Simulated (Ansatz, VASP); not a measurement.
# ZnPb2N2 in VASP and in Ansatz

```
CELL_PARAMETERS angstrom
3.67365 0.00000 0.00000
-1.83682 3.18147 0.00000
0.00000 0.00000 9.26716
ATOMIC_POSITIONS crystal
Zn 0.00000 0.00000 0.50000
Pb 0.66667 0.33333 0.18693
Pb 0.33333 0.66667 0.81307
N 0.00000 0.00000 0.69832
N 0.00000 0.00000 0.30168
```

Alike in both runs: task single point; functional PBE; k mesh 6 × 6 × 2; no spin polarisation.

|  | VASP | Ansatz |
| --- | --- | --- |
| version | VASP 6.6.1 | Ansatz 0.2.0 |
| potentials or method | VASP PAW PBE potentials, release 64 (Zn, Pb_d, N), cutoff 520 eV | plane waves, PAW |
| occupations | gaussian, width 0.01 eV | fixed |
| valence electrons in the cell | 50 | 50 |

|  | VASP | Ansatz | Ansatz less VASP |
| --- | --- | --- | --- |
| pressure (GPa) | -0.2 | -0.3 | -0.19 |
| traceless stress, the component that is largest in VASP (GPa) | -0.11 | -0.54 | -0.425 |
| rms of the force components (eV/Å) | 0.007 | 0.041 | +0.0347 |

Atom by atom the forces differ by 0.037 eV/Å (rms over components).

Spin-orbit coupling is off throughout.
